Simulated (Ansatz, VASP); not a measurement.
One calculation of Ti2W, two programs

INCAR

```
SYSTEM = Ti2W
PREC = Accurate
ENCUT = 600
EDIFF = 1E-7
ISMEAR = 0
SIGMA = 0.1
LREAL = .FALSE.
LASPH = .TRUE.
NELM = 80
ALGO = Fast
ISIF = 3
LWAVE = .FALSE.
LCHARG = .FALSE.
GGA = PE
IBRION = 2
NSW = 90
EDIFFG = -0.04
```

File KPOINTS:

```
regular mesh
0
G
  6 6 4
  0 0 0
```

Contents of POSCAR:

```
Ti2W
1.0
    3.7367460848      0.0000000000      0.0000000000
    0.0000000000      3.7367460848      0.0000000000
    0.0000000000      0.0000000000      7.4743993595
Ti W
4 2
Direct
    0.0000000000      0.0000000000      0.0000000000
    0.5000000000      0.5000000000      0.0000000000
    0.0000000000      0.5000000000      0.3654180730
    0.5000000000      0.0000000000      0.6345819270
    0.0000000000      0.5000000000      0.7344201419
    0.5000000000      0.0000000000      0.2655798581
```

Input for Ansatz:

```yaml
crystal:
  lattice:
    - [3.7367460848, 0.0, 0.0]
    - [0.0, 3.7367460848, 0.0]
    - [0.0, 0.0, 7.4743993595]
  atoms:
    - { symbol: Ti, position: [0.0, 0.0, 0.0] }
    - { symbol: Ti, position: [0.5, 0.5, 0.0] }
    - { symbol: Ti, position: [0.0, 0.5, 0.365418073] }
    - { symbol: Ti, position: [0.5, 0.0, 0.634581927] }
    - { symbol: W, position: [0.0, 0.5, 0.7344201419] }
    - { symbol: W, position: [0.5, 0.0, 0.2655798581] }
basis:
  ecutwfc: 420
kpoints:
  mp_grid: { grid: [6, 6, 4] }
hamiltonian:
  xc: pbe
scf:
  occupations: { method: gaussian, width: 0.1 }
  lower_state_search: "off"
output:
  forces: true
  stress: true
  eigenvalues: true
relax:
  adjacent_minimum: "off"
  f_tol: 0.04
  max_steps: 70
  cell: { stress_tol: 0.4 }
```

Alike in both runs: task relaxation of cell and atoms; functional PBE; k mesh 6 × 6 × 4; occupations gaussian, width 0.1 eV; no spin polarisation.

|  | VASP | Ansatz |
| --- | --- | --- |
| version | VASP 6.6.1 | Ansatz 0.2.0 |
| potentials or method | VASP PAW PBE potentials, release 64 (Ti_sv, W_sv), cutoff 600 eV | scalar-relativistic, plane waves, PAW |
| valence electrons in the cell | 76 | 76 |

Ansatz gave:

```
gap on the k mesh at the Fermi level, each at its own relaxed structure (eV) : none
relaxed volume (Å³/atom)                                                     : 17.45
relaxed cell length with the largest relative difference (Å)                 : 7.515
```

Q: Estimate VASP's values.

A: gap on the k mesh at the Fermi level, each at its own relaxed structure (eV): none; relaxed volume (Å³/atom): 17.45; relaxed cell length with the largest relative difference (Å): 7.493.

A gap of «none» marks a metal or a gap that the smearing closes.

Neither program's run includes spin-orbit coupling.
